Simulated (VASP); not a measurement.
Write the native input for VASP 6.6.1 that does the following.

```yaml
Task: single point
Functional: PBE
Potentials_or_basis: VASP PAW PBE potentials, release 64 (F)
Cutoff: 520 eV
k_mesh: 8 × 8 × 4
Occupations: gaussian, width 0.02 eV
Spin: no spin polarisation
Dipole_correction: no
Further_INCAR_settings: ALGO = Normal; EDIFF = 1e-06; NBANDS = 22
```

The structure of F lies in POSCAR:

```
F
1.0
    2.7500000000     -1.6400000000      0.0000000000
    2.7500000000      1.6400000000      0.0000000000
   -1.5347200000      0.0000000000      7.1163900000
F
4
Direct
    0.9680000000      0.6020000000      0.0997000000
    0.3980000000      0.0320000000      0.4003000000
    0.0320000000      0.3980000000      0.9003000000
    0.6020000000      0.9680000000      0.5997000000
```

The input as run:

INCAR

```
SYSTEM = F
ALGO = Normal
EDIFF = 1E-6
ENCUT = 520
GGA = PE
ISIF = 2
ISMEAR = 0
LASPH = .TRUE.
LCHARG = .FALSE.
LREAL = .FALSE.
LWAVE = .FALSE.
NBANDS = 22
NELM = 100
PREC = Accurate
SIGMA = 0.02
```

KPOINTS

```
k-points
0
G
  8 8 4
  0 0 0
```

Potentials or basis: VASP PAW PBE potentials, release 64 (F).

Run with:

```sh
$ cat potpaw_PBE.64/F/POTCAR > POTCAR
$ mpirun -np 1 vasp_std > vasp.out
```

It gave:

```yaml
Pressure: -4.0 GPa
Largest_force: 1.665 eV/Å
Band_gap_on_the_k_mesh: 1.92 eV
```

Caveat: the cell stands under tension; forces of over 1 eV/Å act on the atoms, so gaps and moduli don't describe the material at rest.

Run time: 34 s on 1 thread of Intel(R) Xeon(R) Platinum 8488C (Sapphire Rapids), with other jobs on the host, peak memory 0.21 GiB.
